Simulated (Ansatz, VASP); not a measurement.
## MnHg in VASP and in Ansatz

```xyz
2
Lattice="3.3150 0.0000 0.0000 0.0000 3.3150 0.0000 0.0000 0.0000 3.3150" Properties=species:S:1:pos:R:3 pbc="T T T"
Mn    1.6575    1.6575    1.6575
Hg    0.0000    0.0000    0.0000
```

Alike in both runs: task single point; functional RPBE; k mesh 6 × 6 × 6; occupations fermi-dirac, width 0.15 eV; collinear spin.

```csv
,VASP,Ansatz
version,VASP 6.6.1,Ansatz 0.2.0
potentials or method,"VASP PAW PBE potentials, release 64 (Mn_pv, Hg), cutoff 520 eV","plane waves, PAW"
valence electrons in the cell,25,35
```

```csv
,VASP,Ansatz,Ansatz less VASP
pressure (GPa),4.2,3.8,-0.42
net moment per atom (μB),1.95,1.95,-0.001
size of the moment on the site where the two differ most (μB),3.82,3.88,+0.055
```

VASP's potentials were made for PBE, not for RPBE. Site moments also hang on the region over which each program counts them. The functional is the same, so the differences come from potentials, cutoffs and numerics. VASP's potentials hold 25 valence electrons a cell and Ansatz's 35, so a difference there can come from the potentials and not from the codes.

Neither program's run includes spin-orbit coupling.
